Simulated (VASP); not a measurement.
## InP: single point with LDA

InP:

```xyz
2
Lattice="0.0000 3.0723 2.7213 2.7213 0.0000 2.7213 2.7213 3.0723 0.0000" Properties=species:S:1:pos:R:3 pbc="T T T"
In    0.0000    0.0000    0.0000
P     4.0819    4.6085    4.0819
```

This cell differs from its parent crystal: volume 22.752 Å^3 an atom, c/a of the conventional cell 1.1290.

| Property | Result |
| --- | --- |
| Program | VASP 6.6.1 |
| Task | single point |
| Functional | LDA |
| Potentials or basis | VASP PAW LDA potentials, release 64 (In_d, P) |
| Cutoff | 520 eV |
| k mesh | 12 × 12 × 12 |
| Occupations | gaussian, width 0.05 eV |
| Spin | no spin polarisation |

```
Pressure               : 6.7 GPa
Band gap on the k mesh : 0.73 eV, direct
```

Stress tensor (GPa, compression positive):
```
8.82 0.00 0.00
0.00 2.43 0.00
0.00 0.00 8.82
```

Levels at points of the mesh, in eV from the valence-band top:
| k point | band 6 | band 7 | band 8 | band 9 | band 10 | band 11 | band 12 | band 13 |
| --- | --- | --- | --- | --- | --- | --- | --- | --- |
| (0.00, 0.00, 0.00) | -12.49 | -0.76 | 0.00 | 0.00 | 0.73 | 3.74 | 3.74 | 3.91 |
| (0.50, 0.00, 0.00) | -10.38 | -6.61 | -1.85 | -0.89 | 1.04 | 4.35 | 4.98 | 6.95 |
| (0.50, 0.50, 0.00) | -9.43 | -6.24 | -3.19 | -3.12 | 0.96 | 1.50 | 8.90 | 9.21 |
| (0.50, 0.00, 0.50) | -9.96 | -7.10 | -2.40 | -2.40 | 1.76 | 2.64 | 8.48 | 9.93 |

It took 42 s on 1 thread of Intel(R) Xeon(R) 6975P-C (Granite Rapids) (shared host), peak memory 0.24 GiB.

Caveat: spin-orbit coupling is left out, which moves the levels of the heavy elements. A k mesh can miss the band edges.
